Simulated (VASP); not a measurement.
# Be (Im-3m) in VASP: relaxation of cell and atoms with RPBE

Aim: the relaxation of cell and atoms of Be with RPBE.

Everything below comes from runs of VASP 6.6.1. Logs are shortened: lines on timing, memory, paths and dates and some standing lists are left out, and cuts for length are marked.

## Step 1: The cell of the first run

The structure is cubic, space group Im-3m (No. 229). The conventional cell has a = 2.555 Å, b = 2.555 Å, c = 2.555 Å, α = 90.00°, β = 90.00°, γ = 90.00°. Within 2.9 Å of Be (site symmetry m-3m) lie 14 Be at 2.21 to 2.56 Å.

This isn't the form of Be at room conditions, which is hcp.

## Step 2: Relaxation of cell and atoms, RPBE (8.34 Å³/atom)

Input file POSCAR:

```
Be
1.0
   -1.2776981900      1.2776981900      1.2776981900
    1.2776981900     -1.2776981900      1.2776981900
    1.2776981900      1.2776981900     -1.2776981900
Be
1
Direct
    0.0000000000      0.0000000000      0.0000000000
```

Input file INCAR.step1:

```
SYSTEM = Be
GGA = RP ; ISMEAR = 2
SIGMA = 0.05 ; LWAVE = .FALSE.
LCHARG = .FALSE. ; NSW = 80
PREC = Accurate ; LASPH = .TRUE.
LREAL = .FALSE. ; ALGO = Normal
EDIFF = 1E-7 ; NELM = 120
GGA_COMPAT = .FALSE. ; IBRION = 2
ISIF = 3 ; EDIFFG = -0.002
NELMIN = 4 ; ENCUT = 650
POTIM = 0.5
```

Input file INCAR.step4:

```
SYSTEM = Be
GGA = RP ; ISMEAR = 2
SIGMA = 0.05 ; LWAVE = .FALSE.
LCHARG = .FALSE. ; PREC = Accurate
LASPH = .TRUE. ; LREAL = .FALSE.
ALGO = Normal ; EDIFF = 1E-7
NELM = 120 ; GGA_COMPAT = .FALSE.
ISIF = 2 ; ENCUT = 650
```

Input file KPOINTS:

```
Automatic mesh
0
Gamma
  20 20 20
  0 0 0
```

Potentials or basis: VASP PAW PBE potentials, release 64 (Be).

Launch:

```
cat potpaw_PBE.64/Be/POTCAR > POTCAR
cp INCAR.step1 INCAR
cp POSCAR.step1 POSCAR
mpirun -np 1 vasp_std > vasp.out
cp CONTCAR POSCAR
mpirun -np 1 vasp_std > vasp.out
cp CONTCAR POSCAR
mpirun -np 1 vasp_std > vasp.out
cp CONTCAR POSCAR
cp INCAR.step4 INCAR
mpirun -np 1 vasp_std > vasp.out
```

OUTCAR:

```text
SYSTEM = Be
   GGA = RP
   ISMEAR = 2
   PREC = Accurate
   LASPH = .TRUE.
   LREAL = .FALSE.
   EDIFF = 1E-7
   NELM = 120
   ISIF = 2
   ENCUT = 650

 ion  position               nearest neighbor table
   1  0.000  0.000  0.000-

  LATTYP: Found a body centered cubic cell.
 ALAT       =     2.5223519092

  Lattice vectors:

 A1 = (  -1.2611759546,   1.2611759546,   1.2611759546)
 A2 = (   1.2611759546,  -1.2611759546,   1.2611759546)
 A3 = (   1.2611759546,   1.2611759546,  -1.2611759546)

Analysis of symmetry for initial positions (statically):
=====================================================================
 Subroutine PRICEL returns:
 Original cell was already a primitive cell.

 Routine SETGRP: Setting up the symmetry group for a
 body centered cubic supercell.

 Subroutine GETGRP returns: Found 48 space group operations
 (whereof 48 operations were pure point group operations)
 out of a pool of 48 trial point group operations.

The static configuration has the point symmetry O_h .

Analysis of symmetry for dynamics (positions and initial velocities):
=====================================================================
 Subroutine PRICEL returns:
 Original cell was already a primitive cell.

 Routine SETGRP: Setting up the symmetry group for a
 body centered cubic supercell.

 Subroutine GETGRP returns: Found 48 space group operations
 (whereof 48 operations were pure point group operations)
 out of a pool of 48 trial point group operations.

The dynamic configuration has the point symmetry O_h .

 Subroutine INISYM returns: Found 48 space group operations
 (whereof 48 operations are pure point group operations),
 and found     1 'primitive' translations

----------------------------------------------------------------------------------------

                                     Primitive cell

  volume of cell :       8.0239

  direct lattice vectors                    reciprocal lattice vectors
    -1.261175955  1.261175955  1.261175955     0.000000000  0.396455386  0.396455386
     1.261175955 -1.261175955  1.261175955     0.396455386  0.000000000  0.396455386
     1.261175955  1.261175955 -1.261175955     0.396455386  0.396455386  0.000000000

  length of vectors
     2.184420831  2.184420831  2.184420831     0.560672584  0.560672584  0.560672584

  position of ions in fractional coordinates (direct lattice)
     0.000000000  0.000000000  0.000000000

  ion indices of the primitive-cell ions
   primitive index   ion index
                 1           1

----------------------------------------------------------------------------------------

 KPOINTS: Automatic mesh

Automatic generation of k-mesh.
 Grid dimensions read from file:
 generate k-points for:   20   20   20

 Generating k-lattice:

  Cartesian coordinates                     Fractional coordinates (reciprocal lattice)
     0.000000000  0.019822769  0.019822769     0.050000000  0.000000000  0.000000000
     0.019822769  0.000000000  0.019822769     0.000000000  0.050000000  0.000000000
     0.019822769  0.019822769  0.000000000     0.000000000  0.000000000  0.050000000

  Length of vectors
     0.028033629  0.028033629  0.028033629

  Shift w.r.t. Gamma in fractional coordinates (k-lattice)
     0.000000000  0.000000000  0.000000000

 Subroutine IBZKPT returns following result:
 ===========================================

 Found    256 irreducible k-points:

 Following reciprocal coordinates:
            Coordinates               Weight
  0.000000  0.000000  0.000000      1.000000
  0.050000  0.000000  0.000000     12.000000
  0.100000  0.000000  0.000000     12.000000
  0.150000  0.000000  0.000000     12.000000
  0.200000  0.000000  0.000000     12.000000
  0.250000  0.000000  0.000000     12.000000
[... 16 lines left out ...]
  0.200000  0.100000  0.000000     48.000000
  0.250000  0.100000 -0.000000     48.000000
 [... further k-points ...]
   k-points           NKPTS =    256   k-points in BZ     NKDIM =    256   number of bands    NBANDS=      5
   number of dos      NEDOS =    301   number of ions     NIONS =      1
   total plane-waves  NPLWV =   5832
   dimension x,y,z NGX =    18 NGY =   18 NGZ =   18
   dimension x,y,z NGXF=    36 NGYF=   36 NGZF=   36
   ions per type =               1
   NGX,Y,Z   is equivalent  to a cutoff of  13.70, 13.70, 13.70 a.u.
   NGXF,Y,Z  is equivalent  to a cutoff of  27.40, 27.40, 27.40 a.u.
 SYSTEM =  Be
   PREC   = accura    normal or accurate (medium, high low for compatibility)
   ISTART =      0    job   : 0-new  1-cont  2-samecut
   ICHARG =      2    charge: 1-file 2-atom 10-const
   ISPIN  =      1    spin polarized calculation?
   LNONCOLLINEAR =      F non collinear calculations
   LSORBIT =      F    spin-orbit coupling
   LASPH  =      T    aspherical Exc in radial PAW
   ENCUT  =  650.0 eV  47.77 Ry    6.91 a.u.   4.54  4.54  4.54*2*pi/ulx,y,z
   NELM   =    120;   NELMIN=  2; NELMDL=  0     # of ELM steps
   EDIFF  = 0.1E-06   stopping-criterion for ELM
   LREAL  =      F    real-space projection
   EDIFFG = 0.1E-05   stopping-criterion for IOM
   NSW    =      0    number of steps for IOM
   IBRION =     -1    ionic relax: 0-MD 1-quasi-New 2-CG
   NFREE  =      0    steps in history (QN), initial steepest desc. (CG)
   ISIF   =      2    stress and relaxation
   ISYM   =      2    0-nonsym 1-usesym 2-fastsym
   POTIM  = 0.5000    time-step for ionic-motion
   TEBEG  =    0.0;   TEEND  =   0.0 temperature during run

   SCALEE = 1.0000    scale energy and forces
   PSTRESS=    0.0 pullay stress
   NELECT =       2.0000    total number of electrons
   NUPDOWN=      -1.0000    fix difference up-down
   EMIN   =  10.00;   EMAX   =-10.00  energy-range for DOS
   EFERMI =   0.00;   METHOD = LEGACY
   ISMEAR =     2;   SIGMA  =   0.05  broadening in eV -4-tet -1-fermi 0-gaus
   EFERMI_NEDOS =   21; number of points for ismear=-14 and -15
   IALGO  =     38    algorithm
   IMIX   =      4    mixing-type and parameters
     AMIX     =   0.40;   BMIX     =  1.00
     AMIX_MAG =   1.60;   BMIX_MAG =  1.00
  volume/ion in A,a.u.               =       8.02        54.15
  Fermi-wavevector in a.u.,A,eV,Ry     =   1.030281  1.946949 14.442306  1.061480
  Thomas-Fermi vector in A             =   2.164371
   LORBIT       =      0    0 simple, 1 ext, 2 COOP (PROOUT), +10 PAW based schemes
   GGA     = RP    functional components
   LHFCALC =     F    Hartree Fock is set to
   AEXX    =    0.0000 exact exchange contribution
   IVDW    =     0    specifies the selected vdW correction
   LEPSILON=     F    determine dielectric tensor
   LRPA    =     F    only Hartree local field effects (RPA)

   CSHIFT  =0.1000    complex shift for real part using Kramers Kronig

   OMEGAMAX=  -1.0    maximum frequency
 non-spin polarized calculation
 Methfessel and Paxton  Order N= 2 SIGMA  =   0.05
  energy-cutoff  :      650.00
  volume of cell :        8.02
 maximum number of plane-waves:       321
   NGX =  9   NGY =  9   NGZ =  9

 number of electron       2.0000000 magnetization

 Free energy of the ion-electron system (eV)
  ---------------------------------------------------
  ext. energy  EPLUGINS =         0.00000000
  ---------------------------------------------------
  free energy    TOTEN  =        -3.41365047 eV

  energy without entropy =       -3.41360327  energy(sigma->0) =       -3.41363867

 E-fermi :   7.8484     XC(G=0): -10.5647

 val. band max:        7.8429058943   @ k =  -0.3500  -0.4000   0.0500
 cond. band min:       7.8790877703   @ k =   0.3000   0.2500   0.1500
 fundamental gap:      0.0361818760
 Fermi energy:         7.8483973420

 k-point     1 :       0.0000    0.0000    0.0000
  band No.  band energies     occupation
      1      -4.3218      2.00000
      2      27.1098      0.00000
      3      27.1098      0.00000
      4      27.1098      0.00000
      5      38.0761      0.00000

 k-point     2 :       0.0500    0.0000    0.0000
  band No.  band energies     occupation
      1      -4.2340      2.00000
      2      26.6699      0.00000
      3      26.7489      0.00000
      4      27.0057      0.00000
      5      36.9047      0.00000

 k-point     3 :       0.1000    0.0000    0.0000
  band No.  band energies     occupation
      1      -3.9708      2.00000
      2      25.3206      0.00000
      3      25.8519      0.00000
      4      26.7008      0.00000
      5      34.9047      0.00000

 k-point     4 :       0.1500    0.0000    0.0000
  band No.  band energies     occupation
      1      -3.5320      2.00000
      2      23.1723      0.00000
      3      24.7332      0.00000
      4      26.2248      0.00000
      5      33.5705      0.00000

 k-point     5 :       0.2000    0.0000    0.0000
  band No.  band energies     occupation
      1      -2.9182      2.00000
      2      20.5771      0.00000
      3      23.6020      0.00000
      4      25.6356      0.00000
      5      32.0810      0.00000

 k-point     6 :       0.2500    0.0000    0.0000
  band No.  band energies     occupation
      1      -2.1322      2.00000
      2      17.8613      0.00000
      3      22.5659      0.00000
      4      25.0078      0.00000
      5      30.8099      0.00000
[... 113 lines left out ...]
 k-point    21 :       0.1000    0.1000    0.0000
  band No.  band energies     occupation
      1      -3.2683      2.00000
      2      23.1204      0.00000
      3      23.1486      0.00000
      4      25.3627      0.00000
      5      33.2849      0.00000

 k-point    22 :       0.1500    0.1000    0.0000
  band No.  band energies     occupation
      1      -2.6537      2.00000
      2      20.6315      0.00000
      3      22.0444      0.00000
      4      24.5371      0.00000
      5      32.9410      0.00000

 k-point    23 :       0.2000    0.1000    0.0000
  band No.  band energies     occupation
      1      -1.8658      2.00000
      2      17.9511      0.00000
      3      21.0583      0.00000
      4      23.7344      0.00000
      5      32.7115      0.00000

 k-point    24 :       0.2500    0.1000   -0.0000
  band No.  band energies     occupation
      1      -0.9113      2.00000
      2      15.3200      0.00000
      3      20.2197      0.00000
      4      23.0092      0.00000
      5      32.1306      0.00000

 [... further k-points ...]

------------------------ aborting loop because EDIFF is reached ----------------------------------------

  FORCE on cell =-STRESS in cart. coord.  units (eV):
  Direction    XX          YY          ZZ          XY          YZ          ZX
  --------------------------------------------------------------------------------------
  -------------------------------------------------------------------------------------
  Total       -0.0010909     -0.0010909     -0.0010909      0.0000000      0.0000000      0.0000000
  in kB       -0.2178266     -0.2178266     -0.2178266      0.0000000      0.0000000      0.0000000
  external PRESSURE =      -0.2178266 kB  Pullay stress =       0.0000000 kB

 VOLUME and BASIS-vectors are now :
 -----------------------------------------------------------------------------
  energy-cutoff  :      650.00
  volume of cell :        8.02
      direct lattice vectors                 reciprocal lattice vectors
    -1.261175955  1.261175955  1.261175955     0.000000000  0.396455386  0.396455386
     1.261175955 -1.261175955  1.261175955     0.396455386  0.000000000  0.396455386
     1.261175955  1.261175955 -1.261175955     0.396455386  0.396455386  0.000000000

 POSITION                                       TOTAL-FORCE (eV/Angst)
 -----------------------------------------------------------------------------------
      0.00000      0.00000      0.00000         0.000000     -0.000000      0.000000
 -----------------------------------------------------------------------------------
    total drift:                                0.000000      0.000000      0.000000

  FREE ENERGIE OF THE ION-ELECTRON SYSTEM (eV)
  ---------------------------------------------------
  free  energy   TOTEN  =        -3.4136504701 eV

  energy  without entropy=       -3.4136032691  energy(sigma->0) =       -3.41363867
```

It took 24 s on 1 thread of Intel Xeon 6975P-C (Granite Rapids), shared host; peak memory 0.13 GiB.

What came out:

```
Free energy                           : -3.4137 eV
Relaxed volume                        : 8.02 Å³/atom
Relaxed cell                          : a = 2.184 Å, b = 2.184 Å, c = 2.184 Å, α = 109.47°, β = 109.47°, γ = 109.47°
Space group after relaxing (to 0.1 Å) : Im-3m (No. 229)
Energy gained by relaxing             : 4.5 meV/atom
Ionic steps                           : 5
Pressure after relaxing               : 0.0 GPa
Band gap on the k mesh                : zero (bands 1 and 2 overlap by 5.23 eV)
```

Step by step:
| step | energy change (eV) | largest force (eV/Å) | pressure (GPa) | volume (Å³) |
| --- | --- | --- | --- | --- |
| 1 | 0.0000 | 0.0000 | -4.39 | 8.34 |
| 2 | -0.0044 | 0.0000 | -0.71 | 8.07 |
| 3 | -0.0046 | 0.0000 | -0.03 | 8.02 |
| 4 | -0.0045 | 0.0000 | -0.02 | 8.02 |
| 5 | -0.0045 | 0.0000 | -0.02 | 8.02 |

Final structure:
```
CELL_PARAMETERS angstrom
-1.26118 1.26118 1.26118
1.26118 -1.26118 1.26118
1.26118 1.26118 -1.26118
ATOMIC_POSITIONS crystal
Be 0.00000 0.00000 0.00000
```

Caveat: the PAW data sets were made with another functional, which shifts forces and pressure a little.
